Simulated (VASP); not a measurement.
Wanted: the native input for a VASP 6.6.1 run.

| Item | Value |
| --- | --- |
| Task | single point |
| Functional | LDA |
| Potentials or basis | VASP PAW LDA potentials, release 64 (Ru_pv) |
| Cutoff | 520 eV |
| k mesh | 21 × 21 × 12 |
| Occupations | gaussian, width 0.15 eV |
| Spin | no spin polarisation |
| Dipole correction | no |
| Further INCAR settings | ALGO = Fast; EDIFF = 1e-07; NBANDS = 21 |

The structure of Ru lies in POSCAR:

```
Ru
1.0
    2.7057993342      0.0000000000      0.0000000000
   -1.3528996671      2.3432909610      0.0000000000
    0.0000000000      0.0000000000      3.9607575000
Ru
2
Direct
    0.3333333333      0.6666666667      0.2500000000
    0.6666666667      0.3333333333      0.7500000000
```

This cell differs from its parent crystal: strain -0.0750 x Voigt [0, 0, 1, 0, 0, 0].

These files were run (other wordings do the same):

INCAR

```
SYSTEM = Ru
ALGO = Fast
EDIFF = 1E-7
ENCUT = 520
ISIF = 2
ISMEAR = 0
LASPH = .True.
LCHARG = .True.
LELF = .True.
LREAL = .False.
LVHAR = .True.
LWAVE = .False.
NBANDS = 21
NELM = 60
PREC = Accurate
SIGMA = 0.15
```

KPOINTS

```
k-points
0
Gamma
  21 21 12
  0 0 0
```

Potentials or basis: VASP PAW LDA potentials, release 64 (Ru_pv).

Run with:

```bash
$ cat potpaw_LDA.64/Ru_pv/POTCAR > POTCAR
$ mpirun -np 1 vasp_std > vasp.out
```

It gave:

```json
{
  "Pressure": "22.0 GPa",
  "Band gap on the k mesh": "zero (band 14 reaches 15.70 eV, above the bottom of band 15 at 12.21 eV)"
}
```

Caveat: the cell differs from its parent crystal (strain -0.0750 x Voigt [0, 0, 1, 0, 0, 0]).

Wall time 3 min on 1 thread of AMD EPYC 7R43 64-Core Processor (Zen 3) (shared host), peak memory 0.2 GiB.
